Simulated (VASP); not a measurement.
# GaN: single point with PBEsol

GaN:

```xyz
2
Lattice="0.0000 2.4953 2.4953 2.4953 0.0000 2.4953 2.4953 2.4953 0.0000" Properties=species:S:1:pos:R:3 pbc="T T T"
Ga    0.0000    0.0000    0.0000
N     3.7430    3.7430    3.7430
```

This cell differs from its parent crystal: P replaced by N, lengths x 0.906, strained.

* Program: VASP 6.6.1
* Task: single point
* Functional: PBEsol
* Potentials or basis: VASP PAW PBE potentials, release 64 (Ga_d, N)
* Cutoff: 520 eV
* k mesh: 14 × 14 × 14
* Occupations: gaussian, width 0.1 eV
* Spin: no spin polarisation

```json
{
 "Pressure": "-28.9 GPa",
 "Band gap on the k mesh": "zero (filled and empty bands touch)"
}
```

Levels at points of the mesh, in eV from the Fermi level:
```csv
k point,band 5,band 6,band 7,band 8,band 9,band 10,band 11,band 12,band 13,band 14
"(0.00, 0.00, 0.00)",-13.41,-13.41,-0.30,-0.10,-0.10,-0.10,8.30,8.30,8.30,13.44
"(0.50, 0.00, 0.00)",-13.39,-11.91,-5.55,-0.76,-0.76,2.55,6.99,8.59,8.59,13.06
"(0.50, 0.50, 0.00)",-13.38,-11.50,-5.20,-1.94,-1.94,3.02,4.62,9.69,10.79,10.79
```

Run time: 21 s on 1 thread of Intel(R) Xeon(R) 6975P-C (Granite Rapids), with other jobs on the host, peak memory 0.18 GiB.

Caveat: the cell differs from its parent crystal (P replaced by N, lengths x 0.906, strained); the PAW data sets were made with another functional, which shifts forces and pressure a little.
